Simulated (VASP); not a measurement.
A run of VASP 6.6.1:

File INCAR:

```
SYSTEM = GdGa2
  ALGO = Normal
  EDIFF = 1E-6
  ENCUT = 520
  GGA = CA
  ISIF = 2
  ISMEAR = -1
  ISPIN = 2
  LASPH = .True.
  LCHARG = .False.
  LMAXMIX = 6
  LORBIT = 11
  LREAL = .False.
  LWAVE = .False.
  MAGMOM = 7 0 0
  NBANDS = 33
  NELM = 150
  PREC = Accurate
  SIGMA = 0.1
```

File KPOINTS:

```
k-points
0
Gamma
  4 4 4
  0 0 0
```

POSCAR

```
GdGa2
1.0
    4.2230000000      0.0000000000      0.0000000000
   -2.1115000000      3.6572252800      0.0000000000
    0.0000000000      0.0000000000      4.1370000000
Gd Ga
1 2
Direct
    0.0000000000      0.0000000000      0.0000000000
    0.3333333338      0.6666666676      0.5000000000
    0.6666666662      0.3333333324      0.5000000000
```

Potentials or basis: VASP PAW PBE potentials, release 64 (Gd, Ga_d).

The run is started by

```console
$ cat potpaw_PBE.64/Gd/POTCAR potpaw_PBE.64/Ga_d/POTCAR > POTCAR
$ mpirun -np 1 vasp_std > vasp.out
```

Hardware: 1 thread of Intel(R) Xeon(R) Platinum 8488C (Sapphire Rapids), with other jobs on the host.

Question: Estimate the wall time of this run.

Answer: It took 2.5 min on 1 thread of Intel(R) Xeon(R) Platinum 8488C (Sapphire Rapids), on a shared host, peak memory 0.2 GiB. Counts: scf iterations 36, k points 12.
